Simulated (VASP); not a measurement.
# MgH16Cl2O8 in VASP: notebook

The runs below take MgH16Cl2O8 through single point, with PBE+D3(BJ).

All numbers are computed with VASP 6.6.1; they aren't measurements. Logs are shortened: lines on timing, memory, paths and dates and some standing lists are left out, and cuts for length are marked.

## Step 1: The cell of the first run

The cell holds a disordered packing, 27 atoms: a = 6.956 Å, b = 6.956 Å, c = 6.956 Å, α = 90.00°, β = 90.00°, γ = 90.00°.

## Step 2: Single point, PBE+D3(BJ)

Input file INCAR:

```
SYSTEM = MgH16Cl2O8
  PREC = Accurate
  ENCUT = 520
  EDIFF = 1E-6
  ISMEAR = -1
  SIGMA = 0.02
  LREAL = Auto
  LASPH = .True.
  NELM = 80
  ALGO = Normal
  ISIF = 2
  LWAVE = .False.
  LCHARG = .False.
  GGA = PE
  IVDW = 12
  NBANDS = 59
```

Input file KPOINTS:

```
Automatic mesh
0
Gamma
  1 1 1
  0 0 0
```

Input file POSCAR:

```
MgH16Cl2O8
1.0
    6.9561890000      0.0000000000      0.0000000000
    0.0000000000      6.9561890000      0.0000000000
    0.0000000000      0.0000000000      6.9561890000
O H Mg Cl
8 16 1 2
Direct
    0.7950905302     -0.0155688697      0.5268114481
    0.3276506719      1.0296154978      0.7473919987
    1.0845306245      0.2748775227      0.9106998099
    0.9768135972      0.7859188415      0.8220161931
    0.7161248781      0.4929567037      0.8773482147
    0.3563876715      0.5784201666      0.7437549497
    0.2652026850      0.7111508902      0.3098104436
    1.0214501072      0.9453883441      0.1561055917
    0.8100699967     -0.0704408693      0.3985371875
    0.6917868390      0.0776574645      0.5157709200
    0.3017169315      0.8907463555      0.7383209398
    0.3489123139      1.0778171783      0.6091841380
    0.9689644718      0.3146262990      0.8370244109
    1.1636975361      0.1824418514      0.8370962894
    0.8908469853      0.6708127108      0.8342499032
    0.9014849942      0.8677308797      0.7296236488
    0.7173755630      0.5141033402      1.0116458883
    0.5854930049      0.5186604332      0.8378150737
    0.3433057957      0.4715656806      0.6567676640
    0.2360487905      0.5678684119      0.8222749554
    0.1837212876      0.6028732112      0.3458359168
    0.3960789450      0.6737165997      0.3413794536
    1.1160421317      0.8554252911      0.2153621760
    0.9844614630      0.8848666993      0.0292545243
    0.0857222252      0.2162534687      0.1864670440
    0.3789287496      0.2368538290      0.3502636285
    0.8924426866      0.4648809858      0.3130305976
```

Potentials or basis: VASP PAW PBE potentials, release 64 (O, H, Mg, Cl).

Run with:

```sh
$ cat potpaw_PBE.64/O/POTCAR potpaw_PBE.64/H/POTCAR potpaw_PBE.64/Mg/POTCAR potpaw_PBE.64/Cl/POTCAR > POTCAR
$ mpirun -np 1 vasp_gam > vasp.out
```

OUTCAR:

```text
SYSTEM = MgH16Cl2O8
   PREC = Accurate
   ENCUT = 520
   EDIFF = 1E-6
   ISMEAR = -1
   LREAL = Auto
   LASPH = .True.
   NELM = 80
   ISIF = 2
   GGA = PE
   IVDW = 12
 IVDW          = 12

 ion  position               nearest neighbor table
   1  0.795  0.984  0.527-  10 0.97   9 0.98
   2  0.328  0.030  0.747-  11 0.98  12 1.03
   3  0.085  0.275  0.911-  14 0.99  13 0.99  25 1.96
   4  0.977  0.786  0.822-  15 1.00  16 1.01
   5  0.716  0.493  0.877-  17 0.95  18 0.97
   6  0.356  0.578  0.744-  19 0.96  20 1.00
   7  0.265  0.711  0.310-  22 0.97  21 0.98
   8  0.021  0.945  0.156-  23 1.00  24 1.01  25 1.95
   9  0.810  0.930  0.399-   1 0.98
  10  0.692  0.078  0.516-   1 0.97
  11  0.302  0.891  0.738-   2 0.98
  12  0.349  0.078  0.609-   2 1.03
  13  0.969  0.315  0.837-   3 0.99
  14  0.164  0.182  0.837-   3 0.99
[... 8 lines left out ...]
  23  0.116  0.855  0.215-   8 1.00
  24  0.984  0.885  0.029-   8 1.01
  25  0.086  0.216  0.186-   8 1.95   3 1.96  26 2.34  27 2.36
  26  0.379  0.237  0.350-  25 2.34
  27  0.892  0.465  0.313-  25 2.36

  LATTYP: Found a simple cubic cell.
 ALAT       =     6.9561890000

  Lattice vectors:

 A1 = (   6.9561890000,   0.0000000000,   0.0000000000)
 A2 = (   0.0000000000,   6.9561890000,   0.0000000000)
 A3 = (   0.0000000000,   0.0000000000,   6.9561890000)

Analysis of symmetry for initial positions (statically):
=====================================================================
 Subroutine PRICEL returns:
 Original cell was already a primitive cell.

 Routine SETGRP: Setting up the symmetry group for a
 simple cubic supercell.

 Subroutine GETGRP returns: Found  1 space group operations
 (whereof  1 operations were pure point group operations)
 out of a pool of 48 trial point group operations.

The static configuration has the point symmetry C_1 .

Analysis of symmetry for dynamics (positions and initial velocities):
=====================================================================
 Subroutine PRICEL returns:
 Original cell was already a primitive cell.

 Routine SETGRP: Setting up the symmetry group for a
 simple cubic supercell.

 Subroutine GETGRP returns: Found  1 space group operations
 (whereof  1 operations were pure point group operations)
 out of a pool of 48 trial point group operations.

The dynamic configuration has the point symmetry C_1 .

 Subroutine INISYM returns: Found  1 space group operations
 (whereof  1 operations are pure point group operations),
 and found     1 'primitive' translations

----------------------------------------------------------------------------------------

                                     Primitive cell

  volume of cell :     336.6000

  direct lattice vectors                    reciprocal lattice vectors
     6.956189000  0.000000000  0.000000000     0.143756876  0.000000000  0.000000000
     0.000000000  6.956189000  0.000000000     0.000000000  0.143756876  0.000000000
     0.000000000  0.000000000  6.956189000     0.000000000  0.000000000  0.143756876

  length of vectors
     6.956189000  6.956189000  6.956189000     0.143756876  0.143756876  0.143756876

  position of ions in fractional coordinates (direct lattice)
     0.795090530  0.984431130  0.526811448
     0.327650672  0.029615498  0.747391999
     0.084530624  0.274877523  0.910699810
     0.976813597  0.785918841  0.822016193
     0.716124878  0.492956704  0.877348215
     0.356387672  0.578420167  0.743754950
[... 19 lines left out ...]
     0.378928750  0.236853829  0.350263629
     0.892442687  0.464880986  0.313030598

  ion indices of the primitive-cell ions
   primitive index   ion index
                 1           1
                 2           2
                 3           3
                 4           4
                 5           5
                 6           6
[... 19 lines left out ...]
                26          26
                27          27

----------------------------------------------------------------------------------------

 KPOINTS: Automatic mesh

[... 46 lines left out ...]
   TEBEG  =    0.0;   TEEND  =   0.0 temperature during run
   PSTRESS=    0.0 pullay stress
   NELECT =      80.0000    total number of electrons
   NUPDOWN=      -1.0000    fix difference up-down
   EMIN   =  10.00;   EMAX   =-10.00  energy-range for DOS
   EFERMI =   0.00;   METHOD = LEGACY
   ISMEAR =    -1;   SIGMA  =   0.02  broadening in eV -4-tet -1-fermi 0-gaus
   EFERMI_NEDOS =   21; number of points for ismear=-14 and -15
   IALGO  =     38    algorithm
   IMIX   =      4    mixing-type and parameters
     AMIX     =   0.40;   BMIX     =  1.00
     AMIX_MAG =   1.60;   BMIX_MAG =  1.00
  volume/ion in A,a.u.               =      12.47        84.13
  Fermi-wavevector in a.u.,A,eV,Ry     =   1.014067  1.916309 13.991313  1.028333
  Thomas-Fermi vector in A             =   2.147273
   LORBIT       =      0    0 simple, 1 ext, 2 COOP (PROOUT), +10 PAW based schemes
   GGA     = PE    functional components
   LHFCALC =     F    Hartree Fock is set to
   AEXX    =    0.0000 exact exchange contribution
   IVDW    =    12    specifies the selected vdW correction
   LEPSILON=     F    determine dielectric tensor
   LRPA    =     F    only Hartree local field effects (RPA)
 non-spin polarized calculation
  energy-cutoff  :      520.00
  volume of cell :      336.60
 maximum number of plane-waves:      4523
 NGX is ok and might be reduce to    50
   NGX = 25   NGY = 25   NGZ = 25

 number of electron      79.9999987 magnetization

 Free energy of the ion-electron system (eV)
  ---------------------------------------------------
  ext. energy  EPLUGINS =         0.00000000
  ---------------------------------------------------
  free energy    TOTEN  =      -127.85784163 eV

  energy without entropy =     -127.85784163  energy(sigma->0) =     -127.85784163

 E-fermi :  -2.5185     XC(G=0):  -6.7923

 val. band max:       -3.0992826371   @ k =   0.0000   0.0000   0.0000
 cond. band min:       1.5223933636   @ k =   0.0000   0.0000   0.0000
 fundamental gap:      4.6216760007
 Fermi energy:        -2.5185421821

 k-point     1 :       0.0000    0.0000    0.0000
  band No.  band energies     occupation
      1     -22.6116      2.00000
      2     -22.2026      2.00000
      3     -22.1112      2.00000
      4     -21.8791      2.00000
      5     -21.7965      2.00000
      6     -21.6285      2.00000
[... 44 lines left out ...]
     51       6.1647      0.00000
     52       6.3262      0.00000
 [bands above 52 left out]

------------------------ aborting loop because EDIFF is reached ----------------------------------------

 Edisp (eV)   -1.24576

 E8    (eV) :    -0.3161

  FORCE on cell =-STRESS in cart. coord.  units (eV):
  Direction    XX          YY          ZZ          XY          YZ          ZX
  --------------------------------------------------------------------------------------
  -------------------------------------------------------------------------------------
  Total      -1.50254     0.87296     0.64671     1.18154     0.38440     0.13723
  in kB      -7.15191     4.15521     3.07825     5.62400     1.82969     0.65322
  external pressure =        0.03 kB  Pullay stress =        0.00 kB

 VOLUME and BASIS-vectors are now :
 -----------------------------------------------------------------------------
  energy-cutoff  :      520.00
  volume of cell :      336.60
      direct lattice vectors                 reciprocal lattice vectors
     6.956189000  0.000000000  0.000000000     0.143756876  0.000000000  0.000000000
     0.000000000  6.956189000  0.000000000     0.000000000  0.143756876  0.000000000
     0.000000000  0.000000000  6.956189000     0.000000000  0.000000000  0.143756876

 POSITION                                       TOTAL-FORCE (eV/Angst)
 -----------------------------------------------------------------------------------
      5.53080      6.84789      3.66460         0.069081     -0.060700      0.095510
      2.27920      0.20601      5.19900         0.076004      0.454295     -1.308760
      0.58801      1.91210      6.33500        -0.809232      0.919596     -0.275385
      6.79490      5.46700      5.71810        -0.824802     -0.051637     -0.202799
      4.98150      3.42910      6.10300         1.245763     -0.432878     -1.092259
      2.47910      4.02360      5.17370        -0.855186      0.250768      1.051080
[... 19 lines left out ...]
      2.63590      1.64760      2.43650         0.112675      0.027500      0.158521
      6.20800      3.23380      2.17750         0.082928     -0.183004     -0.059817
 -----------------------------------------------------------------------------------
    total drift:                                0.002805     -0.000481     -0.009936

  FREE ENERGIE OF THE ION-ELECTRON SYSTEM (eV)
  ---------------------------------------------------
  free  energy   TOTEN  =      -129.1036052732 eV

  energy  without entropy=     -129.1036052732  energy(sigma->0) =     -129.10360527
```

Wall time 49 s (1 thread of Intel Xeon Platinum 8259CL at 2.50GHz (Skylake/Cascade Lake), shared host); peak memory 0.37 GiB.

What came out:

```yaml
Free_energy: -129.1036 eV
Pressure: 0.0 GPa
Largest_force: 1.819 eV/Å
Dispersion_energy_per_atom: -0.046 eV
```

Forces on the atoms (eV/Å):
```
O    0.069 -0.061  0.096
O    0.076  0.454 -1.309
O   -0.809  0.920 -0.275
O   -0.825 -0.052 -0.203
O    1.246 -0.433 -1.092
O   -0.855  0.251  1.051
O    0.192  0.027  0.015
O   -0.297  0.080  0.349
H    0.154 -0.019 -0.022
H   -0.131  0.110 -0.020
H    0.007  0.382 -0.120
H   -0.282 -0.667  1.359
H    0.365 -0.214  0.402
H    0.486 -0.747 -0.665
H   -0.002  0.265 -0.056
H    0.487 -0.289  0.104
H    0.121 -0.026  1.815
H   -1.063  0.282 -0.506
H    0.018 -0.501 -0.698
H    0.959  0.206 -0.524
H   -0.271 -0.195  0.054
H   -0.033  0.131 -0.052
H    0.256 -0.048  0.065
H    0.132 -0.041 -0.340
Mg  -0.195  0.341  0.475
Cl   0.113  0.028  0.159
Cl   0.083 -0.183 -0.060
```

Stress tensor (GPa, compression positive):
```
-0.72  0.56  0.07
 0.56  0.42  0.18
 0.07  0.18  0.31
```

Caveat: the k points lie up to 0.90 Å⁻¹ apart; the atoms stand as in a frame of molecular dynamics.

## Step 3: Single point, PBE+D3(BJ)

Input file INCAR:

```
  PREC = Accurate
  ENCUT = 520
  EDIFF = 1E-6
  ISMEAR = -1
  SIGMA = 0.02
  LREAL = Auto
  LASPH = True
  NELM = 60
  ALGO = Normal
  ISIF = 2
  LWAVE = False
  LCHARG = False
  GGA = PE
  IVDW = 12
  NBANDS = 59
```

Input file KPOINTS:

```
Automatic mesh
0
Gamma
  1 1 1
```

Input file POSCAR:

```
MgH16Cl2O8
1.0
    6.9561890000      0.0000000000      0.0000000000
    0.0000000000      6.9561890000      0.0000000000
    0.0000000000      0.0000000000      6.9561890000
O H Mg Cl
8 16 1 2
Direct
    0.7991588498     -0.0083522745      0.5210755487
    0.3140656472      1.0335544362      0.7339363551
    1.0833949451      0.2803402840      0.8979773264
    0.9704164162      0.7811748646      0.8194716964
    0.7195462918      0.4656860243      0.9046188941
    0.3726034471      0.5789664427      0.7244915283
    0.2582592279      0.7134222489      0.3097241895
    1.0240521067      0.9502904536      0.1701937656
    0.8797633302     -0.0231304814      0.4071482244
    0.6832620563      0.0521693703      0.4705306311
    0.2714704848      0.9066602417      0.7005847598
    0.3580264999      1.0850050221      0.6169038823
    0.9535537347      0.3095229299      0.8529095457
    1.1414008446      0.1633796897      0.8297646887
    0.8720723373      0.6788774716      0.8363200022
    0.9089891031      0.8545483741      0.7168724139
    0.6975802411      0.4639753175      1.0456443895
    0.5900932249      0.5075480267      0.8511700875
    0.3538287991      0.4845181751      0.6269524879
    0.2673877895      0.5499994322      0.8211249004
    0.1734139196      0.6075596853      0.3574083453
    0.3837589807      0.6694182691      0.3076253391
    1.1156252367      0.8474467844      0.2143271265
    0.9841308222      0.9005937015      0.0395331409
    0.0924787984      0.2308304159      0.1878327343
    0.3800644290      0.2361781717      0.3587596599
    0.8877705882      0.4614308208      0.3129299678
```

Potentials or basis: VASP PAW PBE potentials, release 64 (O, H, Mg, Cl).

Run with:

```sh
$ cat potpaw_PBE.64/O/POTCAR potpaw_PBE.64/H/POTCAR potpaw_PBE.64/Mg/POTCAR potpaw_PBE.64/Cl/POTCAR > POTCAR
$ mpirun -np 1 vasp_gam > vasp.out
```

Run time: 48 s. Hardware: 1 thread of Intel Xeon Platinum 8259CL at 2.50GHz (Skylake/Cascade Lake), shared host; peak memory 0.37 GiB.

Results (log left out):

| Quantity | Value |
| --- | --- |
| Free energy | -128.9382 eV |
| Pressure | 0.4 GPa |
| Largest force | 3.016 eV/Å |
| Dispersion energy per atom | -0.046 eV |

Forces in eV/Å, atoms in the order of the input:
```
O    0.038  0.052  0.067
O   -0.797 -0.433  2.192
O    0.417 -0.516  0.525
O   -0.421 -0.303  0.390
O   -1.193  0.490  0.187
O   -0.727  0.506  2.192
O   -2.972  0.127  0.498
O   -0.308  0.271 -0.556
H   -0.016 -0.276 -0.242
H   -0.074  0.073  0.199
H   -0.166 -0.986  0.058
H    0.619  1.059 -1.857
H   -0.356  0.115 -0.188
H    0.140  0.603 -0.264
H    0.290 -0.280  0.395
H   -0.126  0.611 -0.457
H    0.476 -0.033 -0.491
H    0.780 -0.383 -0.117
H   -0.105 -0.961 -0.909
H    0.941  0.273 -1.192
H    0.392  0.506 -0.314
H    2.532 -0.857 -0.064
H    0.431  0.229  0.195
H   -0.101  0.010  0.020
Mg  -0.059 -0.093 -0.261
Cl   0.220  0.263 -0.201
Cl   0.146 -0.066  0.193
```

Stress tensor (GPa, compression positive):
```
-0.17  0.03  0.13
 0.03  0.84 -0.85
 0.13 -0.85  0.43
```

Levels at points of the mesh, in eV from the Fermi level:
```
           k point  band 38  band 39  band 40  band 41  band 42  band 43
(0.00, 0.00, 0.00)    -0.85    -0.65    -0.50     4.14     6.74     6.93
```

Caveat: the k points lie up to 0.90 Å⁻¹ apart; the atoms stand as in a frame of molecular dynamics.

## Step 4: Single point, PBE+D3(BJ)

Input file INCAR:

```
PREC     = Accurate       # precision mode
ENCUT    = 520            # plane-wave cutoff, eV
EDIFF    = 1E-7           # SCF threshold, eV
ISMEAR   = -1             # smearing method
SIGMA    = 0.02           # smearing width, eV
LREAL    = Auto         
LASPH    = T              # aspherical terms in the spheres
NELM     = 80             # most SCF steps
ALGO     = Normal         # electronic algorithm
ISIF     = 2              # what is computed and relaxed
LWAVE    = F              # write WAVECAR
LCHARG   = F              # write CHGCAR
GGA      = PE             # functional
IVDW     = 12             # dispersion correction
NBANDS   = 59             # bands
```

Input file KPOINTS:

```
regular mesh
0
Gamma
  1 1 1
```

Input file POSCAR:

```
MgH16Cl2O8
1.0
    6.9561890000      0.0000000000      0.0000000000
    0.0000000000      6.9561890000      0.0000000000
    0.0000000000      0.0000000000      6.9561890000
O H Mg Cl
8 16 1 2
Direct
    0.8158777745     -0.0034214137      0.5114150866
    0.2796214996      1.0303630336      0.7311905988
    1.0836824589      0.2902020057      0.8956053379
    0.9401987209      0.7791766440      0.8365068862
    0.7284879695      0.4454450562      0.9138480855
    0.3972433756      0.5620175070      0.7175193198
    0.2534721239      0.7126315861      0.3217278886
    1.0237358416      0.9709483167      0.1658235565
    0.8347386766     -0.0687301624      0.3879854328
    0.6891992153      0.0550301322      0.5031346906
    0.2765163511      0.8871236822      0.7369840009
    0.3117942885      1.0535366420      0.5873762199
    0.9504485861      0.3287288485      0.8511269605
    1.1435715735      0.1772378525      0.8156765148
    0.8616930909      0.6654793307      0.8609311794
    0.8727479946      0.8417108851      0.7262884893
    0.7157798616      0.4203738570      1.0540110397
    0.5957572458      0.4516841046      0.8663508136
    0.4228464753      0.5095606229      0.5822440995
    0.2676609276      0.5397208155      0.7409085636
    0.1479545769      0.6193908762      0.3205059552
    0.3702889614      0.6470065721      0.2722180205
    1.1342561279      0.8890931514      0.2132920770
    0.9992252942      0.9088597219      0.0356085782
    0.0942470080      0.2430209990      0.1771372227
    0.3903574213      0.2451198494      0.3621091951
    0.8871811850      0.4551486453      0.3193990273
```

Run with:

```sh
$ cat potpaw_PBE.64/O/POTCAR potpaw_PBE.64/H/POTCAR potpaw_PBE.64/Mg/POTCAR potpaw_PBE.64/Cl/POTCAR > POTCAR
$ mpirun -np 1 vasp_gam > vasp.out
```

It took 49 s on 1 thread of Intel Xeon Platinum 8259CL at 2.50GHz (Skylake/Cascade Lake), shared host; peak memory 0.37 GiB.

Results (log left out):

| Item | Value |
| --- | --- |
| Free energy | -129.0046 eV |
| Pressure | -0.8 GPa |
| Largest force | 3.606 eV/Å |
| Dispersion energy per atom | -0.046 eV |

Forces in eV/Å, atoms in the order of the input:
```
O   -0.085 -0.356  0.256
O    0.661 -1.062 -1.988
O   -0.387 -0.132 -0.475
O   -0.026  0.541 -0.455
O   -0.216 -0.286  0.634
O    3.097  0.023 -1.848
O    1.053  0.250 -0.452
O    0.657 -0.739 -0.615
H    0.089  0.184  0.074
H   -0.092  0.122 -0.057
H   -0.176  0.830  0.196
H   -0.414  0.180  1.801
H    0.790 -0.356  0.248
H   -0.360  0.592  0.235
H   -0.279 -0.505  0.383
H    0.478  0.185  0.202
H    0.312  0.251 -0.455
H   -0.233  0.208 -0.527
H   -0.543  0.520  1.734
H   -2.578 -0.701  0.428
H   -0.264 -0.388  0.098
H   -0.891  0.351  0.285
H   -0.245 -0.104  0.310
H   -0.506  0.101  0.077
Mg   0.314  0.005  0.159
Cl  -0.181 -0.016 -0.437
Cl   0.025  0.301  0.190
```

Stress tensor (GPa, compression positive):
```
-0.35  1.10 -0.05
 1.10  0.07 -0.85
-0.05 -0.85 -2.26
```

Levels at points of the mesh, in eV from the Fermi level:
| k point | band 37 | band 38 | band 39 | band 40 | band 41 | band 42 | band 43 | band 44 |
| --- | --- | --- | --- | --- | --- | --- | --- | --- |
| (0.00, 0.00, 0.00) | -1.00 | -0.80 | -0.69 | -0.56 | 4.06 | 6.75 | 6.97 | 7.38 |

Caveat: the k points lie up to 0.90 Å⁻¹ apart; the atoms stand as in a frame of molecular dynamics.

## Step 5: Overview

| cell | pressure (GPa) | largest force (eV/Å) |
| --- | --- | --- |
| as given, atomic positions A | 0.0 | 1.82 |
| as given, atomic positions B | 0.4 | 3.02 |
| as given, atomic positions C | -0.8 | 3.61 |

Alike in all rows: task single point; level PBE+D3(BJ); potentials or basis VASP PAW PBE potentials, release 64 (O, H, Mg, Cl); no spin polarisation; k mesh 1 × 1 × 1; cutoff (eV) 520; smearing fermi-dirac 0.02 eV.

Caveats: all runs use coarse meshes; the atoms stand as in a frame of molecular dynamics.

Total energies depend on the potentials used, so only differences within one code and one set of settings carry meaning.
